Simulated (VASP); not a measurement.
# LiSb2 (I4/mmm) in VASP: single point with PBE

Aim: the single point of LiSb2 with PBE.

Program: VASP 6.6.1. These are calculated values, not measurements. Logs are shortened: lines on timing, memory, paths and dates and some standing lists are left out, and cuts for length are marked.

## 1. The cell of the first run

It takes space group I4/mmm (No. 139, tetragonal). The conventional cell has a = 4.096 Å, b = 4.096 Å, c = 9.696 Å, α = 90.00°, β = 90.00°, γ = 90.00°. Li (site symmetry 4/mmm) has 10 Sb at 2.93 to 3.47 Å within 3.9 Å. Sb (site symmetry 4mm) has 5 Li at 2.93 to 3.47 Å and 5 Sb at 3.07 to 3.83 Å within 3.9 Å.

The cell was generated, and may not be a known phase.

## 2. Single point, PBE

The input, INCAR:

```
SYSTEM = LiSb2
ALGO = Normal ; EDIFF = 1E-7
ENCUT = 520 ; GGA = PE
ISIF = 2 ; ISMEAR = 0
LASPH = .True. ; LCHARG = .False.
LREAL = .False. ; LWAVE = .False.
NBANDS = 14 ; NELM = 100
PREC = Accurate ; SIGMA = 0.1
```

The input, KPOINTS:

```
k-points
0
Gamma
  16 16 16
  0 0 0
```

The input, POSCAR:

```
LiSb2
1.0
   -2.0477767137      2.0477767137      4.8482084139
    2.0477767137     -2.0477767137      4.8482084139
    2.0477767137      2.0477767137     -4.8482084139
Li Sb
1 2
Direct
    0.5000000000      0.5000000000      0.0000000000
    0.1973678895      0.1973678895      0.0000000000
    0.8026321105      0.8026321105      0.0000000000
```

Potentials or basis: VASP PAW PBE potentials, release 64 (Li_sv, Sb).

Command:

```bash
> cat potpaw_PBE.64/Li_sv/POTCAR potpaw_PBE.64/Sb/POTCAR > POTCAR
> mpirun -np 1 vasp_std > vasp.out
```

OUTCAR:

```text
SYSTEM = LiSb2
   EDIFF = 1E-7
   ENCUT = 520
   GGA = PE
   ISIF = 2
   ISMEAR = 0
   LASPH = .True.
   LREAL = .False.
   NELM = 100
   PREC = Accurate

 ion  position               nearest neighbor table
   1  0.500  0.500  0.000-   2 2.93   3 2.93
   2  0.197  0.197  0.000-   1 2.93   3 3.07   3 3.07   3 3.07   3 3.07
   3  0.803  0.803  0.000-   1 2.93   2 3.07   2 3.07   2 3.07   2 3.07

  LATTYP: Found a body centered tetragonal cell.
 ALAT       =     4.0955534274
 C/A-ratio  =     2.3675473900

  Lattice vectors:

 A1 = (  -2.0477767137,   2.0477767137,   4.8482084139)
 A2 = (   2.0477767137,  -2.0477767137,   4.8482084139)
 A3 = (   2.0477767137,   2.0477767137,  -4.8482084139)

Analysis of symmetry for initial positions (statically):
=====================================================================
 Subroutine PRICEL returns:
 Original cell was already a primitive cell.

 Routine SETGRP: Setting up the symmetry group for a
 body centered tetragonal supercell.

 Subroutine GETGRP returns: Found 16 space group operations
 (whereof 16 operations were pure point group operations)
 out of a pool of 16 trial point group operations.

The static configuration has the point symmetry D_4h.

Analysis of symmetry for dynamics (positions and initial velocities):
=====================================================================
 Subroutine PRICEL returns:
 Original cell was already a primitive cell.

 Routine SETGRP: Setting up the symmetry group for a
 body centered tetragonal supercell.

 Subroutine GETGRP returns: Found 16 space group operations
 (whereof 16 operations were pure point group operations)
 out of a pool of 16 trial point group operations.

The dynamic configuration has the point symmetry D_4h.

 Subroutine INISYM returns: Found 16 space group operations
 (whereof 16 operations are pure point group operations),
 and found     1 'primitive' translations

----------------------------------------------------------------------------------------

                                     Primitive cell

  volume of cell :      81.3217

  direct lattice vectors                    reciprocal lattice vectors
    -2.047776714  2.047776714  4.848208414     0.000000000  0.244167246  0.103130880
     2.047776714 -2.047776714  4.848208414     0.244167246  0.000000000  0.103130880
     2.047776714  2.047776714 -4.848208414     0.244167246  0.244167246  0.000000000

  length of vectors
     5.647291719  5.647291719  5.647291719     0.265053999  0.265053999  0.345304630

[... 95 lines left out ...]
   EMIN   =  10.00;   EMAX   =-10.00  energy-range for DOS
   EFERMI =   0.00;   METHOD = LEGACY
   ISMEAR =     0;   SIGMA  =   0.10  broadening in eV -4-tet -1-fermi 0-gaus
   EFERMI_NEDOS =   21; number of points for ismear=-14 and -15
   IALGO  =     38    algorithm
   IMIX   =      4    mixing-type and parameters
     AMIX     =   0.40;   BMIX     =  1.00
     AMIX_MAG =   1.60;   BMIX_MAG =  1.00
  volume/ion in A,a.u.               =      27.11       182.93
  Fermi-wavevector in a.u.,A,eV,Ry     =   0.888493  1.679007 10.740698  0.789419
  Thomas-Fermi vector in A             =   2.009929
   LORBIT       =      0    0 simple, 1 ext, 2 COOP (PROOUT), +10 PAW based schemes
   GGA     = PE    functional components
   LHFCALC =     F    Hartree Fock is set to
   AEXX    =    0.0000 exact exchange contribution
   IVDW    =     0    specifies the selected vdW correction
   LEPSILON=     F    determine dielectric tensor
   LRPA    =     F    only Hartree local field effects (RPA)
 non-spin polarized calculation
 Gauss-broadening in eV      SIGMA  =   0.10
  energy-cutoff  :      520.00
  volume of cell :       81.32
 maximum number of plane-waves:      2213
 NGX is ok and might be reduce to    42
   NGX = 21   NGY = 21   NGZ = 21

 number of electron      12.9999999 magnetization

 Free energy of the ion-electron system (eV)
  ---------------------------------------------------
  ext. energy  EPLUGINS =         0.00000000
  ---------------------------------------------------
  free energy    TOTEN  =       -10.58027136 eV

  energy without entropy =      -10.57410076  energy(sigma->0) =      -10.57718606

 E-fermi :   5.5004     XC(G=0):  -8.8386

 val. band max:        5.4865236809   @ k =   0.5000   0.5000   0.1250
 cond. band min:       5.5016892300   @ k =  -0.1250  -0.2500   0.0625
 fundamental gap:      0.0151655491
 Fermi energy:         5.5003532252

 k-point     1 :       0.0000    0.0000    0.0000
  band No.  band energies     occupation
      1     -41.8219      2.00000
      2      -6.3320      2.00000
      3      -0.5089      2.00000
      4       3.3990      2.00000
      5       3.3990      2.00000
      6       3.4692      2.00000
      7       3.8307      2.00000
      8       8.1234      0.00000
      9       8.1234      0.00000
     10       8.7740      0.00000
     11       8.9919      0.00000
     12      11.4377      0.00000
     13      11.8829      0.00000
     14      11.8829      0.00000
[... 377 lines left out ...]
      1     -41.8219      2.00000
      2      -6.2652      2.00000
      3      -0.6537      2.00000
      4       2.8661      2.00000
      5       3.2263      2.00000
      6       3.8191      2.00000
      7       4.3551      2.00000
      8       7.5691      0.00000
      9       7.8957      0.00000
     10       9.2878      0.00000
     11       9.3175      0.00000
     12      11.1309      0.00000
     13      11.4945      0.00000
     14      12.2463      0.00000

 [... further k-points ...]

------------------------ aborting loop because EDIFF is reached ----------------------------------------

  FORCE on cell =-STRESS in cart. coord.  units (eV):
  Direction    XX          YY          ZZ          XY          YZ          ZX
  --------------------------------------------------------------------------------------
  -------------------------------------------------------------------------------------
  Total       -0.0033677     -0.0033677      0.0159875      0.0000000      0.0000000      0.0000000
  in kB       -0.0663495     -0.0663495      0.3149807      0.0000000      0.0000000      0.0000000
  external PRESSURE =       0.0607606 kB  Pullay stress =       0.0000000 kB

 VOLUME and BASIS-vectors are now :
 -----------------------------------------------------------------------------
  energy-cutoff  :      520.00
  volume of cell :       81.32
      direct lattice vectors                 reciprocal lattice vectors
    -2.047776714  2.047776714  4.848208414     0.000000000  0.244167246  0.103130880
     2.047776714 -2.047776714  4.848208414     0.244167246  0.000000000  0.103130880
     2.047776714  2.047776714 -4.848208414     0.244167246  0.244167246  0.000000000

 POSITION                                       TOTAL-FORCE (eV/Angst)
 -----------------------------------------------------------------------------------
      0.00000      0.00000      4.84821        -0.000000     -0.000000      0.000000
      0.00000      0.00000      1.91376         0.000000      0.000000     -0.002555
      0.00000      0.00000      7.78266        -0.000000     -0.000000      0.002555
 -----------------------------------------------------------------------------------
    total drift:                               -0.000000     -0.000000      0.000000

  FREE ENERGIE OF THE ION-ELECTRON SYSTEM (eV)
  ---------------------------------------------------
  free  energy   TOTEN  =       -10.5802713572 eV

  energy  without entropy=      -10.5741007552  energy(sigma->0) =      -10.57718606
```

OSZICAR:

```text
N       E                     dE             d eps       ncg     rms          rms(c)
DAV:   1     0.471960939452E+02    0.47196E+02   -0.46233E+03  9772   0.752E+02
DAV:   2    -0.504577360281E+01   -0.52242E+02   -0.49600E+02 12598   0.149E+02
DAV:   3    -0.104699480525E+02   -0.54242E+01   -0.53512E+01 18630   0.367E+01
DAV:   4    -0.105872545356E+02   -0.11731E+00   -0.11722E+00 12848   0.651E+00
DAV:   5    -0.105899936185E+02   -0.27391E-02   -0.27388E-02 14984   0.765E-01    0.294E+00
DAV:   6    -0.105813669674E+02    0.86267E-02   -0.49164E-03 11804   0.461E-01    0.175E+00
DAV:   7    -0.105796476737E+02    0.17193E-02   -0.12932E-02 11578   0.713E-01    0.107E-01
DAV:   8    -0.105802681429E+02   -0.62047E-03   -0.26076E-03 13560   0.296E-01    0.376E-02
DAV:   9    -0.105802733204E+02   -0.51774E-05   -0.77965E-05 12066   0.551E-02    0.207E-02
DAV:  10    -0.105802700039E+02    0.33164E-05   -0.20817E-05 11944   0.254E-02    0.418E-03
DAV:  11    -0.105802712534E+02   -0.12494E-05   -0.22086E-06 13318   0.923E-03    0.155E-03
DAV:  12    -0.105802714741E+02   -0.22073E-06   -0.14469E-07 11290   0.231E-03    0.612E-04
DAV:  13    -0.105802713179E+02    0.15624E-06   -0.12444E-08  5948   0.738E-04    0.191E-04
DAV:  14    -0.105802713572E+02   -0.39298E-07   -0.27194E-09  5714   0.362E-04
   1 F= -.10580271E+02 E0= -.10577186E+02  d E =-.617060E-02
```

It took 5.6 min on 1 thread of AMD EPYC 9R45 (Zen 5), shared host; peak memory 0.49 GiB.

Results:

```yaml
Free_energy: -10.5803 eV
Band_gap_on_the_k_mesh: zero (an odd number of electrons rules out a gap without spin polarisation)
```

Forces in eV/Å, atoms in the order of the input:
```
Li   0.000  0.000  0.000
Sb   0.000  0.000 -0.003
Sb   0.000  0.000  0.003
```

Levels at points of the mesh, in eV from the Fermi level:
| k point | band 3 | band 4 | band 5 | band 6 | band 7 | band 8 | band 9 | band 10 |
| --- | --- | --- | --- | --- | --- | --- | --- | --- |
| (0.00, 0.00, 0.00) | -6.01 | -2.10 | -2.10 | -2.03 | -1.67 | 2.62 | 2.62 | 3.27 |
| (0.50, 0.00, 0.00) | -9.49 | -3.37 | -2.48 | -0.03 | 0.19 | 1.15 | 1.73 | 3.43 |
| (0.50, 0.50, 0.00) | -8.47 | -5.09 | -4.72 | -1.96 | -0.32 | -0.16 | 2.58 | 3.70 |
| (0.50, 0.50, 0.50) | -7.20 | -2.85 | -2.42 | -2.42 | 1.77 | 2.88 | 4.19 | 4.19 |

Caveat: the cutoff is under 1.25 times the usual one of these potentials, so pressure, stress and relaxed cells hold a basis-set (Pulay) error; spin-orbit coupling is left out, which moves the levels of the heavy elements.
